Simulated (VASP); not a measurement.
Input of a VASP 6.6.1 run:

Contents of INCAR:

```
SYSTEM = LiCl
AGGAC = 1.0 ; AGGAX = 1.0
ALDAC = 0.0 ; ALDAX = 1.0
ALGO = Normal ; EDIFF = 1E-6
EDIFFG = -0.01 ; ENCUT = 600
GGA = B5 ; IBRION = 2
ISIF = 3 ; ISMEAR = -1
IVDW = 12 ; LASPH = .TRUE.
LCHARG = .FALSE. ; LREAL = .FALSE.
LWAVE = .FALSE. ; NELM = 80
NSW = 80 ; PREC = Accurate
SIGMA = 0.05 ; VDW_A1 = 0.4298
VDW_A2 = 4.2359 ; VDW_S6 = 1.0
VDW_S8 = 2.6996
```

The input KPOINTS:

```
k-points
0
G
  9 9 9
  0 0 0
```

Contents of POSCAR:

```
LiCl
1.0
    0.0000000000      2.5647700000      2.5647700000
    2.5647700000      0.0000000000      2.5647700000
    2.5647700000      2.5647700000      0.0000000000
Cl Li
1 1
Direct
    0.5000000000      0.5000000000      0.5000000000
    0.0000000000      0.0000000000      0.0000000000
```

Potentials or basis: VASP PAW PBE potentials, release 64 (Cl, Li_sv).

Command:

```console
$ cat potpaw_PBE.64/Cl/POTCAR potpaw_PBE.64/Li_sv/POTCAR > POTCAR
$ mpirun -np 1 vasp_std > vasp.out
```

(1) Estimate the space group after relaxing (to 0.05 Å).

(2) Predict the band gap on the k mesh.

Results:

(1) Fm-3m (No. 225).

(2) 7.05 eV, direct.
